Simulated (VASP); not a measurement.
# Pd (Fm-3m) in VASP: single point with PBE

Aim: the single point of Pd with PBE.

All numbers are computed with VASP 6.6.1; they aren't measurements. Logs are shortened: lines on timing, memory, paths and dates and some standing lists are left out, and cuts for length are marked.

### 1 The cell of the first run

Symmetry: Fm-3m, No. 225, cubic system. The conventional cell has a = 3.942 Å, b = 3.942 Å, c = 3.942 Å, α = 90.00°, β = 90.00°, γ = 90.00°. Within 3.7 Å of Pd (site symmetry m-3m) lie 12 Pd at 2.79 Å.

### 2 Single point, PBE

INCAR

```
PREC = Accurate
ENCUT = 500
EDIFF = 1E-6
ISMEAR = -1
SIGMA = 0.1
LREAL = F
LASPH = T
NELM = 120
ALGO = Normal
ISIF = 2
LWAVE = F
LCHARG = T
GGA = PE
LELF = T
LVHAR = T
NBANDS = 11
GGA_COMPAT = F
```

KPOINTS

```
regular mesh
0
Gamma
  4 4 4
```

POSCAR

```
Pd
1.0
   -1.9710879955      0.0000000000      1.9710879955
    0.0000000000      1.9710879955      1.9710879955
   -1.9710879955      1.9710879955      0.0000000000
Pd
1
Direct
    0.0000000000      0.0000000000      0.0000000000
```

Potentials or basis: VASP PAW PBE potentials, release 64 (Pd).

Run with:

```bash
$ cat potpaw_PBE.64/Pd/POTCAR > POTCAR
$ mpirun -np 1 vasp_std > vasp.out
```

OUTCAR:

```text
PREC = Accurate
   ENCUT = 500
   EDIFF = 1E-6
   ISMEAR = -1
   LREAL = F
   LASPH = T
   NELM = 120
   ISIF = 2
   GGA = PE

 ion  position               nearest neighbor table
   1  0.000  0.000  0.000-

  LATTYP: Found a face centered cubic cell.
 ALAT       =     3.9421759910

  Lattice vectors:

 A1 = (  -1.9710879955,   0.0000000000,   1.9710879955)
 A2 = (   0.0000000000,   1.9710879955,   1.9710879955)
 A3 = (  -1.9710879955,   1.9710879955,   0.0000000000)

Analysis of symmetry for initial positions (statically):
=====================================================================
 Subroutine PRICEL returns:
 Original cell was already a primitive cell.

 Routine SETGRP: Setting up the symmetry group for a
 face centered cubic supercell.

 Subroutine GETGRP returns: Found 48 space group operations
 (whereof 48 operations were pure point group operations)
 out of a pool of 48 trial point group operations.

The static configuration has the point symmetry O_h .

Analysis of symmetry for dynamics (positions and initial velocities):
=====================================================================
 Subroutine PRICEL returns:
 Original cell was already a primitive cell.

 Routine SETGRP: Setting up the symmetry group for a
 face centered cubic supercell.

 Subroutine GETGRP returns: Found 48 space group operations
 (whereof 48 operations were pure point group operations)
 out of a pool of 48 trial point group operations.

The dynamic configuration has the point symmetry O_h .

 Subroutine INISYM returns: Found 48 space group operations
 (whereof 48 operations are pure point group operations),
 and found     1 'primitive' translations

----------------------------------------------------------------------------------------

                                     Primitive cell

  volume of cell :      15.3161

  direct lattice vectors                    reciprocal lattice vectors
    -1.971087996  0.000000000  1.971087996    -0.253667011 -0.253667011  0.253667011
     0.000000000  1.971087996  1.971087996     0.253667011  0.253667011  0.253667011
    -1.971087996  1.971087996  0.000000000    -0.253667011  0.253667011 -0.253667011

  length of vectors
     2.787539376  2.787539376  2.787539376     0.439364151  0.439364151  0.439364151

  position of ions in fractional coordinates (direct lattice)
     0.000000000  0.000000000  0.000000000

  ion indices of the primitive-cell ions
   primitive index   ion index
                 1           1

----------------------------------------------------------------------------------------

 KPOINTS: regular mesh

Automatic generation of k-mesh.
 Grid dimensions read from file:
 generate k-points for:    4    4    4

 Generating k-lattice:

  Cartesian coordinates                     Fractional coordinates (reciprocal lattice)
    -0.063416753 -0.063416753  0.063416753     0.250000000  0.000000000  0.000000000
     0.063416753  0.063416753  0.063416753     0.000000000  0.250000000  0.000000000
    -0.063416753  0.063416753 -0.063416753     0.000000000  0.000000000  0.250000000

  Length of vectors
     0.109841038  0.109841038  0.109841038

  Shift w.r.t. Gamma in fractional coordinates (k-lattice)
     0.000000000  0.000000000  0.000000000

 Subroutine IBZKPT returns following result:
 ===========================================

 Found      8 irreducible k-points:

 Following reciprocal coordinates:
            Coordinates               Weight
  0.000000  0.000000  0.000000      1.000000
  0.250000  0.000000  0.000000      8.000000
  0.500000  0.000000  0.000000      4.000000
  0.250000  0.250000  0.000000      6.000000
  0.500000  0.250000  0.000000     24.000000
 -0.250000  0.250000  0.000000     12.000000
  0.500000  0.500000  0.000000      3.000000
 -0.250000  0.500000  0.250000      6.000000
   k-points           NKPTS =      8   k-points in BZ     NKDIM =      8   number of bands    NBANDS=     11
   number of dos      NEDOS =    301   number of ions     NIONS =      1
   total plane-waves  NPLWV =   8000
   dimension x,y,z NGX =    20 NGY =   20 NGZ =   20
   dimension x,y,z NGXF=    40 NGYF=   40 NGZF=   40
   ions per type =               1
   NGX,Y,Z   is equivalent  to a cutoff of  11.93, 11.93, 11.93 a.u.
   NGXF,Y,Z  is equivalent  to a cutoff of  23.86, 23.86, 23.86 a.u.
 SYSTEM =  unknown system
   PREC   = accura    normal or accurate (medium, high low for compatibility)
   ISTART =      0    job   : 0-new  1-cont  2-samecut
   ICHARG =      2    charge: 1-file 2-atom 10-const
   ISPIN  =      1    spin polarized calculation?
   LNONCOLLINEAR =      F non collinear calculations
   LSORBIT =      F    spin-orbit coupling
   LASPH  =      T    aspherical Exc in radial PAW
   ENCUT  =  500.0 eV  36.75 Ry    6.06 a.u.   5.08  5.08  5.08*2*pi/ulx,y,z
   NELM   =    120;   NELMIN=  2; NELMDL= -5     # of ELM steps
   EDIFF  = 0.1E-05   stopping-criterion for ELM
   LREAL  =      F    real-space projection
[... 7 lines left out ...]
   TEBEG  =    0.0;   TEEND  =   0.0 temperature during run
   PSTRESS=    0.0 pullay stress
   NELECT =      10.0000    total number of electrons
   NUPDOWN=      -1.0000    fix difference up-down
   EMIN   =  10.00;   EMAX   =-10.00  energy-range for DOS
   EFERMI =   0.00;   METHOD = LEGACY
   ISMEAR =    -1;   SIGMA  =   0.10  broadening in eV -4-tet -1-fermi 0-gaus
   EFERMI_NEDOS =   21; number of points for ismear=-14 and -15
   IALGO  =     38    algorithm
   IMIX   =      4    mixing-type and parameters
     AMIX     =   0.40;   BMIX     =  1.00
     AMIX_MAG =   1.60;   BMIX_MAG =  1.00
  volume/ion in A,a.u.               =      15.32       103.36
  Fermi-wavevector in a.u.,A,eV,Ry     =   1.420230  2.683846 27.443693  2.017055
  Thomas-Fermi vector in A             =   2.541168
   LORBIT       =      0    0 simple, 1 ext, 2 COOP (PROOUT), +10 PAW based schemes
   GGA     = PE    functional components
   LHFCALC =     F    Hartree Fock is set to
   AEXX    =    0.0000 exact exchange contribution
   IVDW    =     0    specifies the selected vdW correction
   LEPSILON=     F    determine dielectric tensor
   LRPA    =     F    only Hartree local field effects (RPA)
 non-spin polarized calculation
  energy-cutoff  :      500.00
  volume of cell :       15.32
 maximum number of plane-waves:       399
   NGX = 11   NGY = 11   NGZ = 11

 number of electron      10.0000000 magnetization

 number of electron       9.9999995 magnetization

 Free energy of the ion-electron system (eV)
  ---------------------------------------------------
  ext. energy  EPLUGINS =         0.00000000
  ---------------------------------------------------
  free energy    TOTEN  =        -5.40936238 eV

  energy without entropy =       -5.33529686  energy(sigma->0) =       -5.37232962

 E-fermi :   9.4159     XC(G=0): -12.9338

 val. band max:        9.2913497360   @ k =   0.5000   0.2500   0.0000
 cond. band min:       9.5031437448   @ k =   0.5000   0.5000   0.0000
 fundamental gap:      0.2117940088
 Fermi energy:         9.4158643769

 k-point     1 :       0.0000    0.0000    0.0000
  band No.  band energies     occupation
      1       2.3136      2.00000
      2       6.5502      2.00000
      3       6.5502      2.00000
      4       6.5502      2.00000
      5       8.0736      2.00000
      6       8.0736      2.00000
      7      26.3312      0.00000
      8      30.8933      0.00000
      9      30.8933      0.00000
     10      30.8933      0.00000
     11      35.6207      0.00000

 k-point     2 :       0.2500    0.0000    0.0000
  band No.  band energies     occupation
      1       3.9738      2.00000
      2       6.5094      2.00000
      3       6.8283      2.00000
      4       6.8283      2.00000
      5       8.2175      1.99999
      6       8.2175      1.99999
      7      23.3951      0.00000
      8      27.2984      0.00000
      9      32.3174      0.00000
     10      32.3174      0.00000
     11      34.6288      0.00000

 k-point     3 :       0.5000    0.0000    0.0000
  band No.  band energies     occupation
      1       4.1923      2.00000
      2       6.5078      2.00000
      3       6.5078      2.00000
      4       9.2073      1.77900
      5       9.2073      1.77899
      6      10.2638      0.00042
      7      16.2288      0.00000
      8      25.6766      0.00000
      9      29.9053      0.00000
     10      29.9053      0.00000
     11      35.9217      0.00000

 k-point     4 :       0.2500    0.2500    0.0000
  band No.  band energies     occupation
      1       4.4673      2.00000
      2       5.3801      2.00000
      3       7.5088      2.00000
      4       7.7638      2.00000
      5       7.7638      2.00000
      6       8.6044      1.99940
      7      26.9146      0.00000
      8      26.9146      0.00000
      9      27.2272      0.00000
     10      28.5811      0.00000
     11      32.0206      0.00000

 k-point     5 :       0.5000    0.2500    0.0000
  band No.  band energies     occupation
      1       4.8537      2.00000
      2       5.6010      2.00000
      3       7.0001      2.00000
      4       7.7188      2.00000
      5       9.2913      1.55292
      6      12.8052      0.00000
      7      18.1869      0.00000
      8      23.5317      0.00000
      9      25.7122      0.00000
     10      28.7387      0.00000
     11      35.7673      0.00000

 k-point     6 :      -0.2500    0.2500    0.0000
  band No.  band energies     occupation
      1       5.5350      2.00000
      2       5.9645      2.00000
      3       6.3363      2.00000
      4       7.4587      2.00000
      5       8.0303      2.00000
      6      11.4509      0.00000
      7      21.4979      0.00000
      8      21.7436      0.00000
      9      28.5244      0.00000
     10      30.5528      0.00000
     11      33.9857      0.00000

 k-point     7 :       0.5000    0.5000    0.0000
  band No.  band energies     occupation
      1       4.1234      2.00000
      2       4.4020      2.00000
      3       9.1811      1.82556
      4       9.5031      0.58935
      5       9.5031      0.58935
      6      12.5216      0.00000
      7      19.5851      0.00000
      8      22.1718      0.00000
      9      22.1718      0.00000
     10      30.2052      0.00000
     11      30.3151      0.00000

 k-point     8 :      -0.2500    0.5000    0.2500
  band No.  band energies     occupation
      1       5.1408      2.00000
      2       6.0308      2.00000
      3       6.0308      2.00000
      4       7.9869      2.00000
      5       9.5051      0.58124
      6      17.8818      0.00000
      7      17.8818      0.00000
      8      19.2718      0.00000
      9      20.5185      0.00000
     10      34.5592      0.00000
     11      34.5592      0.00000

------------------------ aborting loop because EDIFF is reached ----------------------------------------

  FORCE on cell =-STRESS in cart. coord.  units (eV):
  Direction    XX          YY          ZZ          XY          YZ          ZX
  --------------------------------------------------------------------------------------
  -------------------------------------------------------------------------------------
  Total       -0.0130043     -0.0130043     -0.0130043      0.0000000     -0.0000000     -0.0000000
  in kB       -1.3603460     -1.3603460     -1.3603460      0.0000000     -0.0000000     -0.0000000
  external PRESSURE =      -1.3603460 kB  Pullay stress =       0.0000000 kB

 VOLUME and BASIS-vectors are now :
 -----------------------------------------------------------------------------
  energy-cutoff  :      500.00
  volume of cell :       15.32
      direct lattice vectors                 reciprocal lattice vectors
    -1.971087996  0.000000000  1.971087996    -0.253667011 -0.253667011  0.253667011
     0.000000000  1.971087996  1.971087996     0.253667011  0.253667011  0.253667011
    -1.971087996  1.971087996  0.000000000    -0.253667011  0.253667011 -0.253667011

 POSITION                                       TOTAL-FORCE (eV/Angst)
 -----------------------------------------------------------------------------------
      0.00000      0.00000      0.00000         0.000000     -0.000000      0.000000
 -----------------------------------------------------------------------------------
    total drift:                                0.000000     -0.000000     -0.000000

  FREE ENERGIE OF THE ION-ELECTRON SYSTEM (eV)
  ---------------------------------------------------
  free  energy   TOTEN  =        -5.4093623828 eV

  energy  without entropy=       -5.3352968582  energy(sigma->0) =       -5.37232962
```

Run time: 2.9 s. Hardware: 1 thread of AMD EPYC 7R13 (Zen 3), shared host; peak memory 0.09 GiB.

What came out:

```yaml
Free_energy: -5.4094 eV
Pressure: -0.1 GPa
Band_gap_on_the_k_mesh: zero (band 5 reaches 9.51 eV, above the bottom of band 6 at 8.07 eV)
```

Caveat: the k points lie up to 0.69 Å⁻¹ apart.
